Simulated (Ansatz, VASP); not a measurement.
# BN: VASP beside Ansatz

The input INCAR:

```
SYSTEM = BN
PREC = Accurate ; ENCUT = 520
EDIFF = 1E-8 ; ISMEAR = -1
SIGMA = 0.02 ; LREAL = .FALSE.
LASPH = .TRUE. ; NELM = 80
ALGO = Normal ; ISIF = 2
LWAVE = .FALSE. ; LCHARG = .FALSE.
GGA = PS ; LEFG = .TRUE.
NBANDS = 16
```

KPOINTS

```
regular mesh
0
G
  11 11 4
  0 0 0
```

POSCAR

```
BN
1.0
    2.5039917043      0.0125199585      0.0125199585
   -1.2411532501      2.1622604475      0.0045826229
    0.0333060000      0.0333060000      6.6612000000
B N
2 2
Direct
    0.3333333333      0.6666666667      0.2500000000
    0.6666666667      0.3333333333      0.7500000000
    0.3333333333      0.6666666667      0.7500000000
    0.6666666667      0.3333333333      0.2500000000
```

Input for Ansatz:

```yaml
crystal:
  lattice:
    - [2.5039917043, 0.0125199585, 0.0125199585]
    - [-1.2411532501, 2.1622604475, 0.0045826229]
    - [0.033306, 0.033306, 6.6612]
  atoms:
    - { symbol: B, position: [0.3333333333, 0.6666666667, 0.25] }
    - { symbol: B, position: [0.6666666667, 0.3333333333, 0.75] }
    - { symbol: "N", position: [0.3333333333, 0.6666666667, 0.75] }
    - { symbol: "N", position: [0.6666666667, 0.3333333333, 0.25] }
kpoints:
  mp_grid: { grid: [11, 11, 4] }
scf:
  occupations: { method: fermi_dirac, width: 0.02 }
hamiltonian:
  xc: pbesol
  pseudopotentials: { kind: all_electron, datasets: crystal }
output:
  forces: true
  stress: true
  eigenvalues: true
  efg: { contact_densities: true }
```

Change from the starting cell: equal xy, yz and zx shear strains of +1 %, crystal datasets.

Alike in both runs: task electric field gradients; functional PBEsol; k mesh 11 × 11 × 4; occupations fermi-dirac, width 0.02 eV; no spin polarisation.

|  | VASP | Ansatz |
| --- | --- | --- |
| version | VASP 6.6.1 | Ansatz 0.2.0 |
| potentials or method | VASP PAW PBE potentials, release 64 (B, N), cutoff 520 eV | all-electron PAW with datasets made for the crystal, scalar-relativistic |

```tsv
	VASP	Ansatz	Ansatz less VASP
gap on the k mesh at the Fermi level (eV)	4.19	4.20	+0.005
pressure (GPa)	0.8	0.4	-0.32
traceless stress, the component that is largest in VASP (GPa)	-3.74	-3.73	+0.014
rms of the force components (eV/Å)	0.076	0.075	-0.0008
size of Vzz on the site where it differs most (V/Å²)	34.7	28.6	-6.06
```

VASP's potentials were made for PBE, not for PBEsol. Atom by atom the forces differ by 0.001 eV/Å (rms over components). Ansatz ran all-electron here, and VASP with PAW potentials.
